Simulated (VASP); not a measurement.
Au: single point with LDA

Au:

```
CELL_PARAMETERS angstrom
0.00000 2.29611 1.62335
2.29611 0.00000 1.62335
2.29611 2.29611 0.00000
ATOMIC_POSITIONS crystal
Au 0.00000 0.00000 0.00000
```

This isn't the form of Au at room conditions, which is fcc.

This cell differs from its parent crystal: ratio of the length along z to the lengths across it x 0.707, volume and fractional coordinates fixed.

- Program: VASP 6.6.1
- Task: single point
- Functional: LDA
- Potentials or basis: VASP PAW LDA potentials, release 64 (Au)
- Cutoff: 520 eV
- k mesh: 22 × 22 × 22
- Occupations: gaussian, width 0.15 eV
- Spin: no spin polarisation
- Dipole correction: no
- Further INCAR settings: ALGO = Fast; EDIFF = 1e-06; NBANDS = 12

```
Pressure               : -4.8 GPa
Band gap on the k mesh : zero (an odd number of electrons rules out a gap without spin polarisation)
```

Levels at points of the mesh, in eV from the Fermi level:
```tsv
k point	band 4	band 5	band 6	band 7	band 8	band 9
(0.00, 0.00, 0.00)	-4.87	-2.91	-2.91	16.48	16.48	16.48
(0.50, 0.00, 0.00)	-2.71	-1.37	-0.66	3.54	12.34	13.79
(0.50, 0.50, 0.00)	-1.76	-1.76	6.23	6.23	6.24	9.64
(0.50, 0.00, 0.50)	-2.71	-1.37	-0.66	3.53	12.34	13.80
```

It took 46 s on 1 thread of Intel(R) Xeon(R) 6975P-C (Granite Rapids), with other jobs on the host, peak memory 0.27 GiB.

Caveat: the cell stands under tension; spin-orbit coupling is left out, which moves the levels of the heavy elements.
